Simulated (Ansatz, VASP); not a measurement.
Nb in VASP and in Ansatz

File INCAR:

```
SYSTEM = Nb
PREC = Accurate
ENCUT = 500
EDIFF = 1E-7
ISMEAR = 0
SIGMA = 0.1
LREAL = .False.
LASPH = .True.
NELM = 120
ALGO = Normal
ISIF = 3
LWAVE = .False.
LCHARG = .False.
GGA = PS
IBRION = 2
NSW = 100
EDIFFG = -0.01
GGA_COMPAT = .False.
NELMIN = 4
```

The input KPOINTS:

```
Automatic mesh
0
Gamma
  21 21 21
  0 0 0
```

File POSCAR:

```
Nb
1.0
    1.5766890405      0.9103018420      2.0917809889
   -1.5766890405      0.9103018420      2.0917809889
    0.0000000000     -1.8206036839      2.0917809889
Nb
1
Direct
    0.5000000000      0.5000000000      0.5000000000
```

Input for Ansatz:

```yaml
crystal:
  lattice:
    - [1.5766890405, 0.910301842, 2.0917809889]
    - [-1.5766890405, 0.910301842, 2.0917809889]
    - [0.0, -1.8206036839, 2.0917809889]
  atoms:
    - { symbol: Nb, position: [0.5, 0.5, 0.5] }
basis:
  ecutwfc: 420
kpoints:
  mp_grid: { grid: [21, 21, 21] }
hamiltonian:
  xc: pbesol
scf:
  occupations: { method: gaussian, width: 0.1 }
output:
  forces: true
  stress: true
  eigenvalues: true
relax:
  adjacent_minimum: "off"
  f_tol: 0.01
  max_steps: 80
  cell: { stress_tol: 0.05 }
```

Alike in both runs: task relaxation of cell and atoms; functional PBEsol; k mesh 21 × 21 × 21; occupations gaussian, width 0.1 eV; no spin polarisation.

|  | VASP | Ansatz |
| --- | --- | --- |
| version | VASP 6.6.1 | Ansatz 0.2.0 |
| potentials or method | VASP PAW PBE potentials, release 64 (Nb_sv), cutoff 500 eV | scalar-relativistic, plane waves, PAW |
| valence electrons in the cell | 13 | 13 |

```tsv
	VASP	Ansatz	Ansatz less VASP
gap on the k mesh at the Fermi level, each at its own relaxed structure (eV)	none	none	-
relaxed volume (Å³/atom)	17.88	17.91	+0.028
relaxed cell length with the largest relative difference (Å)	2.776	2.777	+0.0008
```

VASP's potentials were made for PBE, not for PBEsol. A gap of «none» marks a metal or a gap that the smearing closes.
